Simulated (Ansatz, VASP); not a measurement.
## Two plane-wave programs on CaBe2O3

INCAR

```
ALGO = Normal ; EDIFF = 1E-7
EDIFFG = -0.01 ; ENCUT = 600
GGA = PE ; IBRION = 2
ISIF = 3 ; ISMEAR = 0
LASPH = T ; LCHARG = F
LREAL = F ; LWAVE = F
NELM = 60 ; NSW = 100
PREC = Accurate ; SIGMA = 0.02
```

The input KPOINTS:

```
k-points
0
Gamma
  6 6 10
```

File POSCAR:

```
CaBe2O3
1.0
    2.7856606667     -4.1707044802      0.0000000000
    2.7856606667      4.1707044802      0.0000000000
    0.0000000000      0.0000000000      2.9536362360
Ca Be O
1 2 3
Direct
    0.0000000000      0.0000000000      0.0000000000
    0.6378653383      0.3621346617      0.5000000000
    0.3621346617      0.6378653383      0.5000000000
    0.1903365340      0.8096634660      0.5000000000
    0.8096634660      0.1903365340      0.5000000000
    0.5000000000      0.5000000000      0.0000000000
```

Input for Ansatz:

```yaml
crystal:
  lattice:
    - [2.7856606667, -4.1707044802, 0.0]
    - [2.7856606667, 4.1707044802, 0.0]
    - [0.0, 0.0, 2.953636236]
  atoms:
    - { symbol: Ca, position: [0.0, 0.0, 0.0] }
    - { symbol: Be, position: [0.6378653383, 0.3621346617, 0.5] }
    - { symbol: Be, position: [0.3621346617, 0.6378653383, 0.5] }
    - { symbol: O, position: [0.190336534, 0.809663466, 0.5] }
    - { symbol: O, position: [0.809663466, 0.190336534, 0.5] }
    - { symbol: O, position: [0.5, 0.5, 0.0] }
basis:
  ecutwfc: 420
kpoints:
  mp_grid: { grid: [6, 6, 10] }
hamiltonian:
  xc: pbe
scf:
  occupations: { method: gaussian, width: 0.02 }
output:
  forces: true
  stress: true
  eigenvalues: true
  write_density: true
  write_potential: true
  elf: true
  volumetric_format: npy
relax:
  adjacent_minimum: "off"
  f_tol: 0.01
  max_steps: 80
  cell: { stress_tol: 0.05 }
```

Change from the starting cell: species swapped into the Li2CeO3 type (Cmmm, No. 65).

Alike in both runs: task relaxation of cell and atoms; functional PBE; k mesh 6 × 6 × 10; occupations gaussian, width 0.02 eV; no spin polarisation.

|  | VASP | Ansatz |
| --- | --- | --- |
| version | VASP 6.6.1 | Ansatz 0.2.0 |
| potentials or method | VASP PAW PBE potentials, release 64 (Ca_sv, Be, O), cutoff 600 eV | scalar-relativistic, plane waves, PAW |
| valence electrons in the cell | 32 | 32 |

Ansatz gave:

| Property | Result |
| --- | --- |
| gap on the k mesh at the Fermi level, each at its own relaxed structure (eV) | 1.74 |
| relaxed volume (Å³/atom) | 11.44 |
| relaxed cell length with the largest relative difference (Å) | 2.954 |

Problem. Estimate VASP's values.

Solution. gap on the k mesh at the Fermi level, each at its own relaxed structure (eV): 1.72; relaxed volume (Å³/atom): 11.46; relaxed cell length with the largest relative difference (Å): 2.957.
